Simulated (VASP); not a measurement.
A run of VASP 6.6.1 is set up as follows.

File INCAR:

```
ALGO = Normal
EDIFF = 1E-6
ENCUT = 520
GGA = CA
ISIF = 2
ISMEAR = 0
LASPH = T
LCHARG = F
LREAL = F
LWAVE = F
NBANDS = 26
NELM = 80
PREC = Accurate
SIGMA = 0.01
```

File KPOINTS:

```
k-points
0
Gamma
  9 9 4
```

POSCAR

```
CdS
1.0
    4.0738866863      0.0000000000      0.0000000000
   -2.0369433432      3.5280893625      0.0000000000
    0.0000000000      0.0000000000      6.6385814430
Cd S
2 2
Direct
    0.3333333333      0.6666666667      0.0004580876
    0.6666666667      0.3333333333      0.5004580876
    0.3333333333      0.6666666667      0.3765419124
    0.6666666667      0.3333333333      0.8765419124
```

Potentials or basis: VASP PAW LDA potentials, release 64 (Cd, S).

Run with:

```console
$ cat potpaw_LDA.64/Cd/POTCAR potpaw_LDA.64/S/POTCAR > POTCAR
$ mpirun -np 1 vasp_std > vasp.out
```

**Question.** Estimate the band gap on the k mesh.

**Answer.** 1.06 eV.

**Question.** What does it give for the pressure?

**Answer.** 0.5 GPa.

Caveat: the cell differs from its parent crystal (atoms moved along the polar distortion).
